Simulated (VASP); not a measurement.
A run of VASP 6.6.1 is set up as follows.

Contents of INCAR:

```
  ALGO = Normal
  EDIFF = 1E-7
  ENCUT = 520
  GGA = PS
  ISIF = 2
  ISMEAR = 0
  LASPH = True
  LCHARG = False
  LREAL = False
  LWAVE = False
  NBANDS = 35
  NELM = 80
  PREC = Accurate
  SIGMA = 0.01
```

File KPOINTS:

```
k-points
0
Gamma
  12 12 2
```

Contents of POSCAR:

```
SnO2
1.0
    3.1869142153      0.0000000000      0.0000000000
   -1.5934571076      2.7599487837      0.0000000000
    0.0000000000      0.0000000000     10.6447257173
Sn O
2 4
Direct
    0.0000000000      0.0000000000      0.5000000000
    0.0000000000      0.0000000000      0.0000000000
    0.6666666667      0.3333333333      0.4058620000
    0.6666666667      0.3333333333      0.0941380000
    0.3333333333      0.6666666667      0.5941380000
    0.3333333333      0.6666666667      0.9058620000
```

Potentials or basis: VASP PAW PBE potentials, release 64 (Sn_d, O).

Run with:

```console
$ cat potpaw_PBE.64/Sn_d/POTCAR potpaw_PBE.64/O/POTCAR > POTCAR
$ mpirun -np 1 vasp_std > vasp.out
```

(1) Predict the pressure.

(2) What does it give for the largest force?

(3) Estimate the band gap on the k mesh.

## Answers

(1) 1.6 GPa.

(2) 0.119 eV/Å.

(3) 2.29 eV, indirect (least direct gap 2.76 eV).

Caveat: the PAW data sets were made with another functional, which shifts forces and pressure a little; spin-orbit coupling is left out, which moves the levels of the heavy elements.
